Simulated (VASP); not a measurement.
# CdSe (P6_222) in VASP: notebook

Runs on CdSe. Level: PBE. Tasks: single point.

All numbers are computed with VASP 6.6.1; they aren't measurements. Logs are shortened: lines on timing, memory, paths and dates and some standing lists are left out, and cuts for length are marked.

## (1) The cell of the first run

The structure is hexagonal, space group P6_222 (No. 180). The conventional cell has a = 4.167 Å, b = 4.167 Å, c = 9.127 Å, α = 90.00°, β = 90.00°, γ = 120.00°. Within 3.4 Å of Cd (site symmetry 222) lie 4 Se at 2.58 Å. Within 3.4 Å of Se (site symmetry 222) lie 4 Cd at 2.58 Å.

## (2) Single point, PBE

INCAR

```
SYSTEM = CdSe
PREC = Accurate
ENCUT = 520
EDIFF = 1E-6
ISMEAR = 0
SIGMA = 0.1
LREAL = .False.
LASPH = .True.
NELM = 100
ALGO = Normal
ISIF = 2
LWAVE = .False.
LCHARG = .False.
GGA = PE
NBANDS = 36
```

KPOINTS

```
Automatic mesh
0
Gamma
  6 6 2
  0 0 0
```

POSCAR

```
CdSe
1.0
    4.1673204800      0.0000000000      0.0000000000
   -2.0836602400      3.6090054000      0.0000000000
    0.0000000000      0.0000000000      9.1265661400
Cd Se
3 3
Direct
    0.0000000000      0.5000000000      0.1666666700
    0.5000000000      0.5000000000      0.8333333300
    0.5000000000      0.0000000000      0.5000000000
    0.5000000000      0.5000000000      0.3333333300
    0.5000000000      0.0000000000      0.0000000000
    0.0000000000      0.5000000000      0.6666666700
```

Potentials or basis: VASP PAW PBE potentials, release 64 (Cd, Se).

Run with:

```bash
$ cat potpaw_PBE.64/Cd/POTCAR potpaw_PBE.64/Se/POTCAR > POTCAR
$ mpirun -np 1 vasp_std > vasp.out
```

OUTCAR:

```text
SYSTEM = CdSe
   PREC = Accurate
   ENCUT = 520
   EDIFF = 1E-6
   ISMEAR = 0
   LREAL = .False.
   LASPH = .True.
   NELM = 100
   ISIF = 2
   GGA = PE

 ion  position               nearest neighbor table
   1  0.000  0.500  0.167-   4 2.58   4 2.58   5 2.58   5 2.58   3 3.69   3 3.69   2 3.69   2 3.69

   2  0.500  0.500  0.833-   6 2.58   6 2.58   5 2.58   5 2.58   3 3.69   3 3.69   1 3.69   1 3.69

   3  0.500  0.000  0.500-   4 2.58   6 2.58   4 2.58   6 2.58   2 3.69   1 3.69   1 3.69   2 3.69

   4  0.500  0.500  0.333-   1 2.58   1 2.58   3 2.58   3 2.58
   5  0.500  0.000  0.000-   1 2.58   2 2.58   2 2.58   1 2.58
   6  0.000  0.500  0.667-   2 2.58   2 2.58   3 2.58   3 2.58

  LATTYP: Found a hexagonal cell.
 ALAT       =     4.1673204800
 C/A-ratio  =     2.1900322243

  Lattice vectors:

 A1 = (   4.1673204800,   0.0000000000,   0.0000000000)
 A2 = (  -2.0836602400,   3.6090054000,   0.0000000000)
 A3 = (   0.0000000000,   0.0000000000,   9.1265661400)

Analysis of symmetry for initial positions (statically):
=====================================================================
 Subroutine PRICEL returns:
 Original cell was already a primitive cell.

 Routine SETGRP: Setting up the symmetry group for a
 hexagonal supercell.

 Subroutine GETGRP returns: Found 12 space group operations
 (whereof  4 operations were pure point group operations)
 out of a pool of 24 trial point group operations.

The static configuration has the point symmetry D_2 .
 The point group associated with its full space group is D_6 .

Analysis of symmetry for dynamics (positions and initial velocities):
=====================================================================
 Subroutine PRICEL returns:
 Original cell was already a primitive cell.

 Routine SETGRP: Setting up the symmetry group for a
 hexagonal supercell.

 Subroutine GETGRP returns: Found 12 space group operations
 (whereof  4 operations were pure point group operations)
 out of a pool of 24 trial point group operations.

The dynamic configuration has the point symmetry D_2 .
 The point group associated with its full space group is D_6 .

 Subroutine INISYM returns: Found 12 space group operations
 (whereof  4 operations are pure point group operations),
 and found     1 'primitive' translations

----------------------------------------------------------------------------------------

                                     Primitive cell

  volume of cell :     137.2625

  direct lattice vectors                    reciprocal lattice vectors
     4.167320480  0.000000000  0.000000000     0.239962346  0.138542325  0.000000000
    -2.083660240  3.609005400  0.000000000     0.000000000  0.277084651  0.000000000
     0.000000000  0.000000000  9.126566140     0.000000000  0.000000000  0.109570235

  length of vectors
     4.167320480  4.167320479  9.126566140     0.277084650  0.277084651  0.109570235

  position of ions in fractional coordinates (direct lattice)
     1.000000000  0.500000000  0.166666670
     0.500000000  0.500000000  0.833333330
     0.500000000  0.000000000  0.500000000
     0.500000000  0.500000000  0.333333330
     0.500000000  0.000000000  0.000000000
     1.000000000  0.500000000  0.666666670

  ion indices of the primitive-cell ions
   primitive index   ion index
                 1           1
                 2           2
                 3           3
                 4           4
                 5           5
                 6           6

----------------------------------------------------------------------------------------

 KPOINTS: Automatic mesh

Automatic generation of k-mesh.
 Grid dimensions read from file:
 generate k-points for:    6    6    2

 Generating k-lattice:

  Cartesian coordinates                     Fractional coordinates (reciprocal lattice)
     0.039993724  0.023090388  0.000000000     0.166666667 -0.000000000  0.000000000
     0.000000000  0.046180775  0.000000000     0.000000000  0.166666667  0.000000000
     0.000000000  0.000000000  0.054785118     0.000000000  0.000000000  0.500000000

  Length of vectors
     0.046180775  0.046180775  0.054785118

  Shift w.r.t. Gamma in fractional coordinates (k-lattice)
     0.000000000  0.000000000  0.000000000

 Subroutine IBZKPT returns following result:
 ===========================================

 Found     14 irreducible k-points:

 Following reciprocal coordinates:
            Coordinates               Weight
  0.000000  0.000000  0.000000      1.000000
  0.166667  0.000000  0.000000      6.000000
  0.333333  0.000000  0.000000      6.000000
  0.500000  0.000000  0.000000      3.000000
  0.166667  0.166667  0.000000      6.000000
  0.333333  0.166667  0.000000     12.000000
  0.333333  0.333333  0.000000      2.000000
  0.000000  0.000000  0.500000      1.000000
  0.166667  0.000000  0.500000      6.000000
  0.333333  0.000000  0.500000      6.000000
  0.500000  0.000000  0.500000      3.000000
  0.166667  0.166667  0.500000      6.000000
  0.333333  0.166667  0.500000     12.000000
  0.333333  0.333333  0.500000      2.000000
   k-points           NKPTS =     14   k-points in BZ     NKDIM =     14   number of bands    NBANDS=     36
   number of dos      NEDOS =    301   number of ions     NIONS =      6
   total plane-waves  NPLWV =  71680
   dimension x,y,z NGX =    32 NGY =   32 NGZ =   70
   dimension x,y,z NGXF=    64 NGYF=   64 NGZF=  140
   ions per type =               3   3
   NGX,Y,Z   is equivalent  to a cutoff of  12.77, 12.77, 12.75 a.u.
   NGXF,Y,Z  is equivalent  to a cutoff of  25.53, 25.53, 25.50 a.u.
 SYSTEM =  CdSe
   PREC   = accura    normal or accurate (medium, high low for compatibility)
   ISTART =      0    job   : 0-new  1-cont  2-samecut
   ICHARG =      2    charge: 1-file 2-atom 10-const
   ISPIN  =      1    spin polarized calculation?
   LNONCOLLINEAR =      F non collinear calculations
   LSORBIT =      F    spin-orbit coupling
   LASPH  =      T    aspherical Exc in radial PAW
   ENCUT  =  520.0 eV  38.22 Ry    6.18 a.u.   7.75  7.75 16.97*2*pi/ulx,y,z
   NELM   =    100;   NELMIN=  2; NELMDL= -5     # of ELM steps
   EDIFF  = 0.1E-05   stopping-criterion for ELM
   LREAL  =      F    real-space projection
[... 7 lines left out ...]
   TEBEG  =    0.0;   TEEND  =   0.0 temperature during run
   PSTRESS=    0.0 pullay stress
   NELECT =      54.0000    total number of electrons
   NUPDOWN=      -1.0000    fix difference up-down
   EMIN   =  10.00;   EMAX   =-10.00  energy-range for DOS
   EFERMI =   0.00;   METHOD = LEGACY
   ISMEAR =     0;   SIGMA  =   0.10  broadening in eV -4-tet -1-fermi 0-gaus
   EFERMI_NEDOS =   21; number of points for ismear=-14 and -15
   IALGO  =     38    algorithm
   IMIX   =      4    mixing-type and parameters
     AMIX     =   0.40;   BMIX     =  1.00
     AMIX_MAG =   1.60;   BMIX_MAG =  1.00
  volume/ion in A,a.u.               =      22.88       154.38
  Fermi-wavevector in a.u.,A,eV,Ry     =   1.199560  2.266841 19.578039  1.438945
  Thomas-Fermi vector in A             =   2.335420
   LORBIT       =      0    0 simple, 1 ext, 2 COOP (PROOUT), +10 PAW based schemes
   GGA     = PE    functional components
   LHFCALC =     F    Hartree Fock is set to
   AEXX    =    0.0000 exact exchange contribution
   IVDW    =     0    specifies the selected vdW correction
   LEPSILON=     F    determine dielectric tensor
   LRPA    =     F    only Hartree local field effects (RPA)
 non-spin polarized calculation
 Gauss-broadening in eV      SIGMA  =   0.10
  energy-cutoff  :      520.00
  volume of cell :      137.26
 maximum number of plane-waves:      3732
 NGX is ok and might be reduce to    32
   NGX = 15   NGY = 15   NGZ = 33

 number of electron      53.9999994 magnetization

 Free energy of the ion-electron system (eV)
  ---------------------------------------------------
  ext. energy  EPLUGINS =         0.00000000
  ---------------------------------------------------
  free energy    TOTEN  =       -15.10890873 eV

  energy without entropy =      -15.10827141  energy(sigma->0) =      -15.10859007

 E-fermi :   2.9443     XC(G=0): -10.0580

 val. band max:        2.8254442186   @ k =   0.0000   0.0000   0.0000
 cond. band min:       3.0433267107   @ k =   0.0000   0.0000   0.0000
 fundamental gap:      0.2178824921
 Fermi energy:         2.9442769966

 k-point     1 :       0.0000    0.0000    0.0000
  band No.  band energies     occupation
      1     -10.9009      2.00000
      2     -10.1102      2.00000
      3     -10.1102      2.00000
      4      -5.9649      2.00000
      5      -5.9649      2.00000
      6      -5.7112      2.00000
[... 28 lines left out ...]
     35       9.9487      0.00000
     36      10.3790      0.00000

 k-point     2 :       0.1667    0.0000    0.0000
  band No.  band energies     occupation
      1     -10.7578      2.00000
      2     -10.0777      2.00000
      3     -10.0665      2.00000
      4      -5.9399      2.00000
      5      -5.9084      2.00000
      6      -5.6937      2.00000
[... 28 lines left out ...]
     35       9.5372      0.00000
     36      10.3242      0.00000

 k-point     3 :       0.3333    0.0000    0.0000
  band No.  band energies     occupation
      1     -10.4196      2.00000
      2     -10.0147      2.00000
      3     -10.0057      2.00000
      4      -5.8774      2.00000
      5      -5.8319      2.00000
      6      -5.7178      2.00000
[... 28 lines left out ...]
     35       9.5247      0.00000
     36      10.5883      0.00000
[... 352 lines left out ...]
 k-point    13 :       0.3333    0.1667    0.5000
  band No.  band energies     occupation
      1     -10.1488      2.00000
      2     -10.1137      2.00000
      3      -9.9309      2.00000
      4      -5.9081      2.00000
      5      -5.7136      2.00000
      6      -5.6848      2.00000
[... 28 lines left out ...]
     35       9.4722      0.00000
     36      10.3767      0.00000

 k-point    14 :       0.3333    0.3333    0.5000
  band No.  band energies     occupation
      1     -10.0485      2.00000
      2     -10.0075      2.00000
      3     -10.0075      2.00000
      4      -5.9715      2.00000
      5      -5.6188      2.00000
      6      -5.6188      2.00000
[... 28 lines left out ...]
     35      10.2913      0.00000
     36      10.3337      0.00000

------------------------ aborting loop because EDIFF is reached ----------------------------------------

  FORCE on cell =-STRESS in cart. coord.  units (eV):
  Direction    XX          YY          ZZ          XY          YZ          ZX
  --------------------------------------------------------------------------------------
  -------------------------------------------------------------------------------------
  Total        8.6014316      8.6014316     11.2942397      0.0000000      0.0000000      0.0000000
  in kB      100.3990231    100.3990230    131.8304529      0.0000000      0.0000000      0.0000000
  external PRESSURE =     110.8761663 kB  Pullay stress =       0.0000000 kB

 VOLUME and BASIS-vectors are now :
 -----------------------------------------------------------------------------
  energy-cutoff  :      520.00
  volume of cell :      137.26
      direct lattice vectors                 reciprocal lattice vectors
     4.167320480  0.000000000  0.000000000     0.239962346  0.138542325  0.000000000
    -2.083660240  3.609005400  0.000000000     0.000000000  0.277084651  0.000000000
     0.000000000  0.000000000  9.126566140     0.000000000  0.000000000  0.109570235

 POSITION                                       TOTAL-FORCE (eV/Angst)
 -----------------------------------------------------------------------------------
     -1.04183      1.80450      1.52109        -0.000000      0.000000     -0.000000
      1.04183      1.80450      7.60547         0.000000     -0.000000     -0.000000
      2.08366      0.00000      4.56328        -0.000000      0.000000     -0.000000
      1.04183      1.80450      3.04219         0.000000     -0.000000     -0.000000
      2.08366      0.00000      0.00000        -0.000000      0.000000     -0.000000
     -1.04183      1.80450      6.08438        -0.000000      0.000000      0.000000
 -----------------------------------------------------------------------------------
    total drift:                               -0.000000     -0.000000      0.000029

  FREE ENERGIE OF THE ION-ELECTRON SYSTEM (eV)
  ---------------------------------------------------
  free  energy   TOTEN  =       -15.1089087262 eV

  energy  without entropy=      -15.1082714149  energy(sigma->0) =      -15.10859007
```

Run time: 46 s. Hardware: 1 thread of Intel Xeon 6975P-C (Granite Rapids), shared host; peak memory 0.27 GiB.

What came out:

```
Free energy            : -15.1089 eV
Pressure               : 11.1 GPa
Band gap on the k mesh : 0.22 eV, direct
```

## (3) Single point, PBE

This run uses another cell than the first one, of 26.40 Å³/atom, 1.154 times its volume.

INCAR

```
PREC = Accurate
ENCUT = 520
EDIFF = 1E-7
ISMEAR = 0
SIGMA = 0.1
LREAL = F
LASPH = T
NELM = 80
ALGO = Normal
ISIF = 2
LWAVE = F
LCHARG = F
GGA = PE
NBANDS = 36
```

KPOINTS

```
regular mesh
0
Gamma
  6 6 2
```

POSCAR

```
CdSe
1.0
    4.2879230296      0.0000000000      0.0000000000
   -2.1439615148      3.7134502731      0.0000000000
    0.0000000000      0.0000000000      9.9496641508
Cd Se
3 3
Direct
    0.0000000000      0.5000000000      0.1666666667
    0.5000000000      0.5000000000      0.8333333333
    0.5000000000      0.0000000000      0.5000000000
    0.5000000000      0.5000000000      0.3333333333
    0.5000000000      0.0000000000      0.0000000000
    0.0000000000      0.5000000000      0.6666666667
```

Potentials or basis: VASP PAW PBE potentials, release 64 (Cd, Se).

Run with:

```bash
$ cat potpaw_PBE.64/Cd/POTCAR potpaw_PBE.64/Se/POTCAR > POTCAR
$ mpirun -np 1 vasp_std > vasp.out
```

Wall time 45 s (1 thread of Intel Xeon 6975P-C (Granite Rapids), shared host); peak memory 0.29 GiB.

The run converged. Its results:

| Item | Value |
| --- | --- |
| Free energy | -15.8286 eV |
| Pressure | 0.3 GPa |
| Band gap on the k mesh | zero (band 27 reaches 1.52 eV, above the bottom of band 28 at 1.42 eV) |

Levels at points of the mesh, in eV from the Fermi level:
```csv
k point,band 24,band 25,band 26,band 27,band 28,band 29,band 30,band 31
"(0.00, 0.00, 0.00)",-0.45,-0.45,-0.38,-0.19,-0.05,2.87,2.87,5.32
"(0.50, 0.00, 0.00)",-1.36,-1.30,-0.96,-0.96,2.21,2.48,2.81,3.89
"(0.00, 0.00, 0.50)",-0.52,-0.44,-0.44,0.04,1.75,1.75,3.10,4.81
"(0.50, 0.00, 0.50)",-1.27,-1.27,-1.13,-0.95,1.62,3.04,3.31,3.56
```
